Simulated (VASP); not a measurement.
Wanted: the native input for a VASP 6.6.1 run.

* Task: single point
* Functional: PBE
* Potentials or basis: VASP PAW PBE potentials, release 64 (Si, B)
* Cutoff: 520 eV
* k mesh: 2 × 2 × 2
* Occupations: fermi-dirac, width 0.02 eV
* Spin: collinear spin
* Starting moments: [0.0, 0.0, 0.0, 0.0, 0.0, 0.0, 0.0, 0.0, 0.0, 0.0, 0.0, 0.0, 0.0, 0.0, 0.0, 0.0, 1.0] μB
* Dipole correction: no
* Further INCAR settings: LREAL = Auto; ALGO = Normal; EDIFF = 1e-06; NBANDS = 52

The structure of Si16B (a cell with a defect) lies in POSCAR:

```
Si16B
1.0
    0.0000000000      5.4300000000      5.4300000000
    5.4300000000      0.0000000000      5.4300000000
    5.4300000000      5.4300000000      0.0000000000
Si B
16 1
Direct
   -0.0017683101     -0.0018742861      0.0052196464
    0.1258018005      0.1253709047      0.1227574586
    0.0003935372      0.0007463434      0.4940969750
    0.1229882012      0.1231302427      0.6313689915
   -0.0006970612      0.4985478709      0.0024257082
    0.1257158328      0.6257790715      0.1217785006
    0.0011290377      0.5057906426      0.4926673151
    0.1202587287      0.6249579522      0.6312561311
    0.4990176037     -0.0008665395      0.0020414724
    0.6258862528      0.1252697742      0.1221330840
    0.5055641963      0.0011693298      0.4931656432
    0.6249102396      0.1204255059      0.6307559683
    0.4986180298      0.4982335771      0.0033942915
    0.6271852112      0.6270116192      0.1181684621
    0.5025464474      0.5025865609      0.4922771217
    0.6234686825      0.6238996010      0.6324607068
    0.8075824700      0.8047125293      0.5739794234
```

One way to write it, as run:

INCAR

```
PREC = Accurate
ENCUT = 520
EDIFF = 1E-6
ISMEAR = -1
SIGMA = 0.02
LREAL = Auto
LASPH = True
NELM = 150
ALGO = Normal
ISIF = 2
LWAVE = False
LCHARG = False
ISPIN = 2
MAGMOM = 0 0 0 0 0 0 0 0 0 0 0 0 0 0 0 0 1
LORBIT = 11
GGA = PE
NBANDS = 52
```

KPOINTS

```
regular mesh
0
Gamma
  2 2 2
```

Potentials or basis: VASP PAW PBE potentials, release 64 (Si, B).

Run with:

```sh
$ cat potpaw_PBE.64/Si/POTCAR potpaw_PBE.64/B/POTCAR > POTCAR
$ mpirun -np 1 vasp_std > vasp.out
```

It gave:

| Item | Value |
| --- | --- |
| Pressure | 2.6 GPa |
| Largest force | 0.063 eV/Å |
| Net moment | 0.71 μB per cell |
| Site moments | Si -0.00, +0.00, +0.02, +0.04, +0.01, +0.03 (each value once); B +0.09 μB |
| Valence electrons inside the program's atomic spheres | Si 1.71, 1.67, 1.70 (each value once); B 1.68 |

Caveat: the k points lie up to 0.50 Å⁻¹ apart; a moment this small can come from the mesh or the smearing.

Run time: 17 min on 1 thread of Intel Xeon 8259CL, on a shared host, peak memory 0.71 GiB.
